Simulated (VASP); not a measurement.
Wanted: the native input for a VASP 6.6.1 run.

* Task: single point
* Functional: PBE
* Dispersion: D3(BJ)
* Potentials or basis: VASP PAW PBE potentials, release 64 (Cu, O)
* Cutoff: 520 eV
* k mesh: 10 × 10 × 10
* Occupations: fermi-dirac, width 0.05 eV
* Spin: no spin polarisation
* Dipole correction: no
* Further INCAR settings: ALGO = Normal; EDIFF = 1e-06; NBANDS = 16

The structure of CuO lies in POSCAR:

```
CuO
1.0
    2.6128486956      0.0000000000      0.0000000000
    0.0000000000      2.6128486956      0.0000000000
    0.0000000000      0.0000000000      2.6128486956
Cu O
1 1
Direct
    0.0000000000      0.0000000000      0.0000000000
    0.5000000000      0.5000000000      0.5000000000
```

The input as run:

INCAR

```
PREC = Accurate
ENCUT = 520
EDIFF = 1E-6
ISMEAR = -1
SIGMA = 0.05
LREAL = F
LASPH = T
NELM = 80
ALGO = Normal
ISIF = 2
LWAVE = F
LCHARG = F
GGA = PE
IVDW = 12
NBANDS = 16
```

KPOINTS

```
regular mesh
0
Gamma
  10 10 10
```

Potentials or basis: VASP PAW PBE potentials, release 64 (Cu, O).

Command:

```sh
$ cat potpaw_PBE.64/Cu/POTCAR potpaw_PBE.64/O/POTCAR > POTCAR
$ mpirun -np 1 vasp_std > vasp.out
```

It gave:

```json
{
 "Pressure": "-1.0 GPa",
 "Dispersion energy per atom": "-0.322 eV"
}
```

Caveat: three body term missing; an odd number of electrons without spin polarisation forces a metal; a magnetic or distorted state may lie lower; pairwise dispersion overbinds metals, which lowers pressure and volume.

Wall time 22 s on 1 thread of Intel Xeon 8259CL, with other jobs on the host, peak memory 0.14 GiB.
